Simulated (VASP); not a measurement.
# Fe: single point with RPBE

Fe:

```
CELL_PARAMETERS angstrom
2.43839 0.00000 0.00000
-1.21920 2.11171 0.00000
0.00000 0.00000 4.24451
ATOMIC_POSITIONS crystal
Fe 0.33333 0.66667 0.25000
Fe 0.66667 0.33333 0.75000
```

This isn't the form of Fe at room conditions, which is bcc.

- Program: VASP 6.6.1
- Task: single point
- Functional: RPBE
- Potentials or basis: VASP PAW PBE potentials, release 64 (Fe)
- Cutoff: 520 eV
- k mesh: 16 × 16 × 8
- Occupations: fermi-dirac, width 0.05 eV
- Spin: collinear spin, ferromagnetic start
- Starting moments: [2.653, 2.653] μB
- Dipole correction: no
- Further INCAR settings: ALGO = Normal; EDIFF = 1e-06; NBANDS = 19

| Property | Result |
| --- | --- |
| Pressure | 12.2 GPa |
| Net moment | 3.73 μB per cell |
| Site moments | Fe +1.85 μB |
| Valence electrons inside the program's atomic spheres | Fe 7.36 |

Stress tensor (GPa, compression positive):
```
10.65  0.00  0.00
 0.00 10.65  0.00
 0.00  0.00 15.41
```

Levels at points of the mesh, in eV from the Fermi level:
Spin up:
| k point | band 8 | band 9 | band 10 | band 11 | band 12 | band 13 |
| --- | --- | --- | --- | --- | --- | --- |
| (0.00, 0.00, 0.00) | -1.35 | -1.35 | -0.70 | -0.40 | -0.40 | 6.32 |
| (0.50, 0.00, 0.00) | -0.28 | 0.21 | 0.32 | 2.12 | 4.28 | 9.64 |
| (0.00, 0.00, 0.50) | -2.19 | -0.70 | -0.70 | -0.70 | -0.70 | 13.72 |
| (0.50, 0.00, 0.50) | -0.44 | 0.28 | 0.28 | 2.04 | 2.04 | 8.28 |
Spin down:
```
           k point  band 3  band 4  band 5  band 6  band 7  band 8  band 9  band 10
(0.00, 0.00, 0.00)   -1.09   -0.59   -0.47   -0.47   -0.15   -0.15    1.04     1.04
(0.50, 0.00, 0.00)   -2.96   -1.21   -0.62   -0.44   -0.04    2.18    2.26     2.30
(0.00, 0.00, 0.50)   -1.57   -1.57   -0.43   -0.43   -0.43   -0.43    1.72     1.72
(0.50, 0.00, 0.50)   -2.23   -2.23    0.80    0.80    0.98    0.98    2.25     2.25
```

It took 3 min on 1 thread of Intel Xeon 8259CL, on a shared host, peak memory 0.21 GiB.

Caveat: the cell stands under pressure; the PAW data sets were made with another functional, which shifts forces and pressure a little.
